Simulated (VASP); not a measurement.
Here is a VASP 6.6.1 calculation.

The input INCAR:

```
SYSTEM = Mn
PREC     = Accurate       ! precision mode
ENCUT    = 520            ! plane-wave cutoff, eV
EDIFF    = 1E-6           ! SCF threshold, eV
ISMEAR   = -1             ! smearing method
SIGMA    = 0.05           ! smearing width, eV
LREAL    = .False.        ! projectors in reciprocal space
LASPH    = .True.         ! aspherical terms in the spheres
NELM     = 150            ! most SCF steps
ALGO     = Normal         ! electronic algorithm
ISIF     = 2              ! what is computed and relaxed
LWAVE    = .False.        ! write WAVECAR
LCHARG   = .False.        ! write CHGCAR
ISPIN    = 2              ! spin polarisation
MAGMOM   = 8 8            ! initial moments
LORBIT   = 11             ! projections on sites
NUPDOWN  = 16.0           ! fixed moment
LMAXMIX  = 4              ! l up to which the mixer works
GGA      = PS             ! functional
NBANDS   = 24             ! bands
```

Contents of KPOINTS:

```
Automatic mesh
0
Gamma
  10 10 6
  0 0 0
```

The input POSCAR:

```
Mn
1.0
    2.4836457705      0.0000000000      0.0000000000
   -1.2418228853      2.1509003313      0.0000000000
    0.0000000000      0.0000000000      4.0261950000
Mn
2
Direct
    0.3333333333      0.6666666667      0.2500000000
    0.6666666667      0.3333333333      0.7500000000
```

Potentials or basis: VASP PAW PBE potentials, release 64 (Mn_pv).

Launch:

```console
$ cat potpaw_PBE.64/Mn_pv/POTCAR > POTCAR
$ mpirun -np 1 vasp_std > vasp.out
```

Predict the pressure.

446.0 GPa.

Stress tensor (GPa, compression positive):
```
449.12   0.00   0.00
  0.00 449.12   0.00
  0.00   0.00 439.72
```

Caveat: the PAW data sets were made with another functional, which shifts forces and pressure a little; the total moment is fixed, so each spin has its own Fermi level.
